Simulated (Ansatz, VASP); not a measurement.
# One calculation of ZnAg2, two programs

```xyz
6
Lattice="0.0000 3.8781 3.8781 3.8781 0.0000 3.8781 3.8781 3.8781 0.0000" Properties=species:S:1:pos:R:3 pbc="T T T"
Zn    3.8781    3.8781    3.8781
Zn    5.8171    5.8171    5.8171
Ag    0.9695    0.9695    0.9695
Ag    0.9695    2.9086    2.9086
Ag    2.9086    2.9086    0.9695
Ag    2.9086    0.9695    2.9086
```

Alike in both runs: task relaxation of cell and atoms; functional PBE; k mesh 8 × 8 × 8; occupations gaussian, width 0.1 eV; no spin polarisation.

|  | VASP | Ansatz |
| --- | --- | --- |
| version | VASP 6.6.1 | Ansatz 0.2.0 |
| potentials or method | VASP PAW PBE potentials, release 64 (Zn, Ag), cutoff 600 eV | scalar-relativistic, plane waves, PAW |
| valence electrons in the cell | 68 | 100 |

```csv
,VASP,Ansatz,Ansatz less VASP
"gap on the k mesh at the Fermi level, each at its own relaxed structure (eV)",none,none,-
relaxed volume (Å³/atom),19.28,19.29,+0.019
relaxed length of the cell vector where the two differ most in proportion (Å),5.469,5.471,+0.0018
```

A gap of «none» marks a metal or a gap that the smearing closes. VASP's potentials hold 68 valence electrons a cell and Ansatz's 100, so a difference there can come from the potentials and not from the codes.
